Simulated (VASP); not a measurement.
GaP, 2 atoms in the cell. It takes space group F-43m (No. 216, cubic). Conventional cell: a = 5.451 Å, b = 5.451 Å, c = 5.451 Å, α = 90.00°, β = 90.00°, γ = 90.00°. Ga (site symmetry -43m) has 4 P at 2.36 Å within 3.1 Å. Within 3.1 Å of P (site symmetry -43m) lie 4 Ga at 2.36 Å. 

| Quantity | Value |
| --- | --- |
| Program | VASP 6.6.1 |
| Task | single point |
| Functional | PBEsol |
| Potentials or basis | VASP PAW PBE potentials, release 64 (Ga_d, P) |
| Cutoff | 520 eV |
| k mesh | 6 × 6 × 6 |
| Occupations | gaussian, width 0.01 eV |
| Spin | no spin polarisation |
| Dipole correction | no |
| Further INCAR settings | ALGO = Normal; EDIFF = 1e-06; NBANDS = 16 |

Potentials or basis: VASP PAW PBE potentials, release 64 (Ga_d, P).

Launch:

```sh
$ cat potpaw_PBE.64/Ga_d/POTCAR potpaw_PBE.64/P/POTCAR > POTCAR
$ mpirun -np 1 vasp_std > vasp.out
```

Hardware: 1 thread of Intel(R) Xeon(R) 6975P-C (Granite Rapids) (shared host).

Problem. How long does it take, and how much memory?

Solution. It took 6 s on 1 thread of Intel(R) Xeon(R) 6975P-C (Granite Rapids), on a shared host, peak memory 0.16 GiB. Counts: scf iterations 12, k points 16.
